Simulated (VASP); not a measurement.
# H2W12O in VASP: single point with PBE+D3(BJ)

Aim: the single point of H2W12O with PBE+D3(BJ).

Everything below comes from runs of VASP 6.6.1. Logs are shortened: lines on timing, memory, paths and dates and some standing lists are left out, and cuts for length are marked.

### 1 The cell of the first run

The cell holds a slab with vacuum, 15 atoms: a = 5.472 Å, b = 5.472 Å, c = 23.290 Å, α = 90.00°, β = 90.00°, γ = 109.47°.

### 2 Single point, PBE+D3(BJ)

INCAR

```
SYSTEM = H2W12O
  ALGO = Normal
  DIPOL = 0.5 0.5 0.477
  EDIFF = 1E-6
  ENCUT = 520
  GGA = PE
  IDIPOL = 3
  ISIF = 2
  ISMEAR = 0
  IVDW = 12
  LASPH = .True.
  LCHARG = .True.
  LDIPOL = .True.
  LELF = .True.
  LREAL = Auto
  LVACPOTAV = .True.
  LVHAR = .True.
  LWAVE = .False.
  NBANDS = 101
  NELM = 60
  PREC = Accurate
  SIGMA = 0.1
```

KPOINTS

```
k-points
0
Gamma
  4 4 1
  0 0 0
```

POSCAR

```
H2W12O
1.0
    5.4721979736      0.0000000000      0.0000000000
   -1.8240659912      5.1592377269      0.0000000000
    0.0000000000      0.0000000000     23.2899309356
W O H
12 1 2
Direct
    0.2500000000      0.2500000000      0.3434960809
    0.2500000000      0.7500000000      0.3434960809
    0.7500000000      0.2500000000      0.3434960809
    0.7500000000      0.7500000000      0.3434960809
    0.5005303311      0.5006384468      0.4368397535
    0.4982365443      0.0016870816      0.4373739039
    0.0015923480      0.4981571306      0.4372677097
   -0.0004794586     -0.0004710254      0.4371094959
    0.7493128303      0.7493051995      0.5309743242
    0.7497850084      0.2496477135      0.5300122001
    0.2489878792      0.7484026047      0.5299816989
    0.2496884666      0.2520355565      0.5351544561
    0.2446864298      0.2163610585      0.6345887989
    0.1079249294      0.0452438731      0.6353704476
    0.4074304330      0.1797824779      0.6395529822
```

Potentials or basis: VASP PAW PBE potentials, release 64 (W_sv, O, H).

Run with:

```console
$ cat potpaw_PBE.64/W_sv/POTCAR potpaw_PBE.64/O/POTCAR potpaw_PBE.64/H/POTCAR > POTCAR
$ mpirun -np 1 vasp_std > vasp.out
```

OUTCAR:

```text
SYSTEM = H2W12O
   EDIFF = 1E-6
   ENCUT = 520
   GGA = PE
   ISIF = 2
   ISMEAR = 0
   IVDW = 12
   LASPH = .True.
   LREAL = Auto
   NELM = 60
   PREC = Accurate
 IVDW          = 12

 ion  position               nearest neighbor table
   1  0.250  0.250  0.343-   5 2.69   8 2.69   3 2.74   3 2.74   2 2.74   2 2.74   7 3.11   6 3.11
                             4 3.16   4 3.16
   2  0.250  0.750  0.343-   7 2.70   6 2.70   4 2.74   4 2.74   1 2.74   1 2.74   5 3.12   8 3.12
                             3 3.16   3 3.16
   3  0.750  0.250  0.343-   7 2.69   6 2.70   1 2.74   1 2.74   4 2.74   4 2.74   5 3.12   8 3.12
                             2 3.16   2 3.16
   4  0.750  0.750  0.343-   5 2.69   8 2.69   2 2.74   2 2.74   3 2.74   3 2.74   7 3.14   6 3.14
                             1 3.16   1 3.16
   5  0.501  0.501  0.437-   4 2.69   1 2.69   9 2.70   7 2.73   6 2.73   6 2.75   7 2.75  12 2.78
                            11 3.11  10 3.12   2 3.12   3 3.12   8 3.15   8 3.17
   6  0.498  0.002  0.437-  10 2.67  11 2.68   2 2.70   3 2.70   8 2.73   5 2.73   5 2.75   8 2.75
                             1 3.11   9 3.13   4 3.14   7 3.16   7 3.16  12 3.19
   7  0.002  0.498  0.437-  11 2.67  10 2.68   3 2.69   2 2.70   8 2.72   5 2.73   5 2.75   8 2.75
                             1 3.11   9 3.13   4 3.14   6 3.16   6 3.16  12 3.17
   8  1.000  1.000  0.437-   4 2.69   1 2.69   9 2.70   7 2.72   6 2.73   6 2.75   7 2.75  12 2.78
                            10 3.11  11 3.11   3 3.12   2 3.12   5 3.15   5 3.17
   9  0.749  0.749  0.531-   5 2.70   8 2.70  10 2.74  11 2.74  11 2.74  10 2.74   6 3.13   7 3.13
                            12 3.15  12 3.17
  10  0.750  0.250  0.530-   6 2.67   7 2.68  12 2.73   9 2.74   9 2.74  12 2.74   8 3.11   5 3.12
                            11 3.15  11 3.17
  11  0.249  0.748  0.530-   7 2.67   6 2.68  12 2.72   9 2.74   9 2.74  12 2.76   8 3.11   5 3.11
                            10 3.15  10 3.17
  12  0.250  0.252  0.535-  13 2.32  11 2.72  10 2.73  10 2.74  11 2.76   5 2.78   8 2.78   9 3.15
                             9 3.17   7 3.17   6 3.19
  13  0.245  0.216  0.635-  15 0.98  14 0.98  12 2.32
  14  0.108  0.045  0.635-  13 0.98
  15  0.407  0.180  0.640-  13 0.98

  LATTYP: Found a base centered orthorhombic cell.
 ALAT       =     6.3187499463
 B/A-ratio  =     1.4142135624
 C/A-ratio  =     3.6858446898

  Lattice vectors:

 A1 = (   5.4721979736,   0.0000000000,   0.0000000000)
 A2 = (  -1.8240659912,   5.1592377269,   0.0000000000)
 A3 = (   0.0000000000,   0.0000000000,  23.2899309356)

Analysis of symmetry for initial positions (statically):
=====================================================================
 Subroutine PRICEL returns:
 Original cell was already a primitive cell.

 Routine SETGRP: Setting up the symmetry group for a
 base centered orthorhombic supercell.

 Subroutine GETGRP returns: Found  1 space group operations
 (whereof  1 operations were pure point group operations)
 out of a pool of  8 trial point group operations.

The static configuration has the point symmetry C_1 .

Analysis of symmetry for dynamics (positions and initial velocities):
=====================================================================
 Subroutine PRICEL returns:
 Original cell was already a primitive cell.

 Routine SETGRP: Setting up the symmetry group for a
 base centered orthorhombic supercell.

 Subroutine GETGRP returns: Found  1 space group operations
 (whereof  1 operations were pure point group operations)
 out of a pool of  8 trial point group operations.

The dynamic configuration has the point symmetry C_1 .

 Subroutine INISYM returns: Found  1 space group operations
 (whereof  1 operations are pure point group operations),
 and found     1 'primitive' translations

----------------------------------------------------------------------------------------

                                     Primitive cell

  volume of cell :     657.5300

  direct lattice vectors                    reciprocal lattice vectors
     5.472197974  0.000000000  0.000000000     0.182741927  0.064609028  0.000000000
    -1.824065991  5.159237727  0.000000000     0.000000000  0.193827083  0.000000000
     0.000000000  0.000000000 23.289930936     0.000000000  0.000000000  0.042937010

  length of vectors
     5.472197974  5.472197974 23.289930936     0.193827083  0.193827083  0.042937010

  position of ions in fractional coordinates (direct lattice)
     0.250000000  0.250000000  0.343496081
     0.250000000  0.750000000  0.343496081
     0.750000000  0.250000000  0.343496081
     0.750000000  0.750000000  0.343496081
     0.500530331  0.500638447  0.436839754
     0.498236544  0.001687082  0.437373904
     0.001592348  0.498157131  0.437267710
     0.999520541  0.999528975  0.437109496
     0.749312830  0.749305200  0.530974324
     0.749785008  0.249647714  0.530012200
     0.248987879  0.748402605  0.529981699
     0.249688467  0.252035556  0.535154456
     0.244686430  0.216361058  0.634588799
     0.107924929  0.045243873  0.635370448
     0.407430433  0.179782478  0.639552982

  ion indices of the primitive-cell ions
   primitive index   ion index
                 1           1
                 2           2
                 3           3
                 4           4
                 5           5
                 6           6
                 7           7
                 8           8
                 9           9
                10          10
                11          11
                12          12
                13          13
                14          14
                15          15

----------------------------------------------------------------------------------------

 KPOINTS: k-points

Automatic generation of k-mesh.
 Grid dimensions read from file:
 generate k-points for:    4    4    1

 Generating k-lattice:

  Cartesian coordinates                     Fractional coordinates (reciprocal lattice)
     0.045685482  0.016152257  0.000000000     0.250000000  0.000000000  0.000000000
     0.000000000  0.048456771  0.000000000     0.000000000  0.250000000  0.000000000
     0.000000000  0.000000000  0.042937010     0.000000000  0.000000000  1.000000000

  Length of vectors
     0.048456771  0.048456771  0.042937010

  Shift w.r.t. Gamma in fractional coordinates (k-lattice)
     0.000000000  0.000000000  0.000000000

 Subroutine IBZKPT returns following result:
 ===========================================

 Found     10 irreducible k-points:

 Following reciprocal coordinates:
            Coordinates               Weight
  0.000000  0.000000  0.000000      1.000000
  0.250000 -0.000000  0.000000      2.000000
  0.000000  0.250000  0.000000      2.000000
  0.500000 -0.000000  0.000000      1.000000
  0.000000  0.500000  0.000000      1.000000
  0.250000  0.250000  0.000000      2.000000
  0.500000  0.250000  0.000000      2.000000
  0.250000  0.500000  0.000000      2.000000
 -0.250000  0.250000  0.000000      2.000000
  0.500000  0.500000  0.000000      1.000000
   k-points           NKPTS =     10   k-points in BZ     NKDIM =     10   number of bands    NBANDS=    101
   number of dos      NEDOS =    301   number of ions     NIONS =     15
   total plane-waves  NPLWV = 317520
   dimension x,y,z NGX =    42 NGY =   42 NGZ =  180
   dimension x,y,z NGXF=    84 NGYF=   84 NGZF=  360
   ions per type =              12   1   2
   NGX,Y,Z   is equivalent  to a cutoff of  12.76, 12.76, 12.85 a.u.
   NGXF,Y,Z  is equivalent  to a cutoff of  25.52, 25.52, 25.70 a.u.
 SYSTEM =  H2W12O
   PREC   = accura    normal or accurate (medium, high low for compatibility)
   ISTART =      0    job   : 0-new  1-cont  2-samecut
   ICHARG =      2    charge: 1-file 2-atom 10-const
   ISPIN  =      1    spin polarized calculation?
   LNONCOLLINEAR =      F non collinear calculations
   LSORBIT =      F    spin-orbit coupling
   LASPH  =      T    aspherical Exc in radial PAW
   ENCUT  =  520.0 eV  38.22 Ry    6.18 a.u.  10.17 10.17 43.30*2*pi/ulx,y,z
   NELM   =     60;   NELMIN=  2; NELMDL= -5     # of ELM steps
   EDIFF  = 0.1E-05   stopping-criterion for ELM
   LREAL  =      T    real-space projection
   EDIFFG = 0.1E-04   stopping-criterion for IOM
   NSW    =      0    number of steps for IOM
   IBRION =     -1    ionic relax: 0-MD 1-quasi-New 2-CG
   NFREE  =      0    steps in history (QN), initial steepest desc. (CG)
   ISIF   =      2    stress and relaxation
   ISYM   =      2    0-nonsym 1-usesym 2-fastsym
   POTIM  = 0.5000    time-step for ionic-motion
   TEBEG  =    0.0;   TEEND  =   0.0 temperature during run
   PSTRESS=    0.0 pullay stress
   NELECT =     176.0000    total number of electrons
   NUPDOWN=      -1.0000    fix difference up-down
   EMIN   =  10.00;   EMAX   =-10.00  energy-range for DOS
   EFERMI =   0.00;   METHOD = LEGACY
   ISMEAR =     0;   SIGMA  =   0.10  broadening in eV -4-tet -1-fermi 0-gaus
   EFERMI_NEDOS =   21; number of points for ismear=-14 and -15
   IALGO  =     38    algorithm
   IMIX   =      4    mixing-type and parameters
     AMIX     =   0.40;   BMIX     =  1.00
     AMIX_MAG =   1.60;   BMIX_MAG =  1.00
  volume/ion in A,a.u.               =      43.84       295.82
  Fermi-wavevector in a.u.,A,eV,Ry     =   1.055052  1.993759 15.145118  1.113135
  Thomas-Fermi vector in A             =   2.190236
   LORBIT       =      0    0 simple, 1 ext, 2 COOP (PROOUT), +10 PAW based schemes
   GGA     = PE    functional components
   LHFCALC =     F    Hartree Fock is set to
   AEXX    =    0.0000 exact exchange contribution
   IVDW    =    12    specifies the selected vdW correction
   LEPSILON=     F    determine dielectric tensor
   LRPA    =     F    only Hartree local field effects (RPA)
 non-spin polarized calculation
 Gauss-broadening in eV      SIGMA  =   0.10
  energy-cutoff  :      520.00
  volume of cell :      657.53
 maximum number of plane-waves:     17739
 NGX is ok and might be reduce to    42
   NGX = 21   NGY = 21   NGZ = 87

 dipolmoment           0.000000      0.000000      0.090583 electrons x Angstroem

 number of electron     176.0000029 magnetization

 dipolmoment           0.000000      0.000000     -0.168012 electrons x Angstroem

 Free energy of the ion-electron system (eV)
  ---------------------------------------------------
  ext. energy  EPLUGINS =         0.00000000
  ---------------------------------------------------
  free energy    TOTEN  =      -158.43652483 eV

  energy without entropy =     -158.37099210  energy(sigma->0) =     -158.40375847

 E-fermi :   0.4602     XC(G=0):  -5.1181

 val. band max:        0.4465167702   @ k =   0.5000   0.5000   0.0000
 cond. band min:       0.4749806648   @ k =   0.2500   0.2500   0.0000
 fundamental gap:      0.0284638946
 Fermi energy:         0.4602217300

 k-point     1 :       0.0000    0.0000    0.0000
  band No.  band energies     occupation
      1     -73.6279      2.00000
      2     -73.5890      2.00000
      3     -73.5230      2.00000
      4     -73.5205      2.00000
      5     -73.4830      2.00000
      6     -73.4580      2.00000
[... 1019 lines left out ...]
     99       1.5186      0.00000
    100       1.5847      0.00000
 [bands above 100 left out]

------------------------ aborting loop because EDIFF is reached ----------------------------------------

 Edisp (eV)   -5.53748

 E8    (eV) :    -2.9197

  FORCE on cell =-STRESS in cart. coord.  units (eV):
  Direction    XX          YY          ZZ          XY          YZ          ZX
  --------------------------------------------------------------------------------------
  -------------------------------------------------------------------------------------
  Total     -11.95195   -13.96814     0.45660    -2.41729    -0.00398     0.03178
  in kB     -29.12283   -34.03563     1.11257    -5.89011    -0.00970     0.07743
  external pressure =      -20.68 kB  Pullay stress =        0.00 kB

 VOLUME and BASIS-vectors are now :
 -----------------------------------------------------------------------------
  energy-cutoff  :      520.00
  volume of cell :      657.53
      direct lattice vectors                 reciprocal lattice vectors
     5.472197974  0.000000000  0.000000000     0.182741927  0.064609028  0.000000000
    -1.824065991  5.159237727  0.000000000     0.000000000  0.193827083  0.000000000
     0.000000000  0.000000000 23.289930936     0.000000000  0.000000000  0.042937010

 POSITION                                       TOTAL-FORCE (eV/Angst)
 -----------------------------------------------------------------------------------
      0.91203      1.28981      8.00000         0.011986      0.002948     -0.143263
      0.00000      3.86943      8.00000        -0.017254      0.005465     -0.051437
      3.64813      1.28981      8.00000        -0.002965     -0.011459     -0.050959
      2.73610      3.86943      8.00000         0.005835      0.000825      0.100135
      1.82580      2.58291     10.17397         0.000375     -0.001841      0.005516
      2.72337      0.00870     10.18641        -0.002262     -0.000180     -0.001447
     -0.89996      2.57011     10.18393         0.002236     -0.000506     -0.004859
      3.64637      5.15681     10.18025        -0.000854     -0.000070      0.003912
      2.73361      3.86584     12.36636         0.001742     -0.001768      0.038815
      3.64760      1.28799     12.34395         0.001277      0.002482      0.037472
     -0.00262      3.86119     12.34324        -0.001734      0.002420      0.040721
      0.90662      1.30031     12.46371        -0.002759      0.005913      0.005792
      0.94432      1.11626     14.77953        -0.007729      0.032178     -0.011076
      0.50806      0.23342     14.79773        -0.071979     -0.060335      0.009935
      1.90160      0.92754     14.89514         0.084083      0.023929      0.020743
 -----------------------------------------------------------------------------------
    total drift:                                0.001036      0.003406     -0.005172

  FREE ENERGIE OF THE ION-ELECTRON SYSTEM (eV)
  ---------------------------------------------------
  free  energy   TOTEN  =      -163.9740014318 eV

  energy  without entropy=     -163.9084687087  energy(sigma->0) =     -163.94123507

 vacuum level on the upper side and lower side of the slab         4.230         5.307
```

It took 21 min on 1 thread of AMD EPYC 9R45 (Zen 5), shared host; peak memory 0.86 GiB.

What came out:

```yaml
Free_energy: -163.9740 eV
Largest_force: 0.144 eV/Å
Band_gap_on_the_k_mesh: zero (bands 88 and 89 overlap by 1.35 eV)
Dispersion_energy_per_atom: -0.369 eV
```

Forces in eV/Å, atoms in the order of the input:
```
W    0.012  0.003 -0.143
W   -0.017  0.005 -0.051
W   -0.003 -0.011 -0.051
W    0.006  0.001  0.100
W    0.000 -0.002  0.006
W   -0.002  0.000 -0.001
W    0.002 -0.001 -0.005
W   -0.001  0.000  0.004
W    0.002 -0.002  0.039
W    0.001  0.002  0.037
W   -0.002  0.002  0.041
W   -0.003  0.006  0.006
O   -0.008  0.032 -0.011
H   -0.072 -0.060  0.010
H    0.084  0.024  0.021
```

Levels at points of the mesh, in eV from the Fermi level:
```tsv
k point	band 85	band 86	band 87	band 88	band 89	band 90	band 91	band 92
(0.00, 0.00, 0.00)	0.06	0.38	0.48	0.84	1.42	1.45	1.48	1.55
(0.50, 0.00, 0.00)	-0.87	-0.78	-0.75	-0.64	0.27	0.32	0.53	0.60
(0.00, 0.50, 0.00)	-0.87	-0.78	-0.75	-0.63	0.30	0.30	0.54	0.59
(0.50, 0.50, 0.00)	-0.84	-0.82	-0.64	-0.60	-0.52	-0.36	-0.08	-0.01
```

Caveat: spin-orbit coupling is left out, which moves the levels of the heavy elements.
